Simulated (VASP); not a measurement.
Here is a VASP 6.6.1 calculation.

Contents of INCAR:

```
  PREC = Accurate
  ENCUT = 520
  EDIFF = 1E-6
  ISMEAR = -1
  SIGMA = 0.112
  LREAL = Auto
  LASPH = T
  NELM = 100
  ALGO = Normal
  ISIF = 2
  LWAVE = F
  LCHARG = F
  GGA = PS
  NBANDS = 94
```

KPOINTS

```
Automatic mesh
0
Gamma
  2 2 2
```

POSCAR

```
TePb
1.0
    0.0000000000      6.5357111017      6.5357111017
    6.5357111017      0.0000000000      6.5357111017
    6.5357111017      6.5357111017      0.0000000000
Te Pb
8 8
Direct
    0.2467492787      0.2461672456      0.2538049761
    0.2391891220      0.2444873978      0.7567938550
    0.2569219284      0.7493603104      0.2393796904
    0.2403375816      0.7431332145      0.7584681946
    0.7528157110      0.2443581081      0.2518648659
    0.7592335283      0.2350425189      0.7590084572
    0.7450345378      0.7635399457      0.2468667104
    0.7626427978      0.7409213664      0.7543462254
    0.0018256621     -0.0046193902      0.0064855988
    0.0013185252     -0.0033525809      0.5039421799
   -0.0011309404      0.4980361661      0.0005536505
    0.0011369077      0.5040886062      0.4897386757
    0.4987610299      0.0066499267     -0.0012982520
    0.4981466361      0.0105045188      0.4977055212
    0.5008040363      0.5099511665     -0.0044796197
    0.4971667887      0.5044529124      0.4963479030
```

Potentials or basis: VASP PAW PBE potentials, release 64 (Te, Pb_d).

Launch:

```bash
$ cat potpaw_PBE.64/Te/POTCAR potpaw_PBE.64/Pb_d/POTCAR > POTCAR
$ mpirun -np 1 vasp_std > vasp.out
```

(1) Predict the band gap on the k mesh.

(2) Estimate the pressure.

Results:

(1) 0.74 eV.

(2) -1.7 GPa.

Caveat: the atoms stand as in a frame of molecular dynamics; the PAW data sets were made with another functional, which shifts forces and pressure a little; spin-orbit coupling is left out, which moves the levels of the heavy elements.
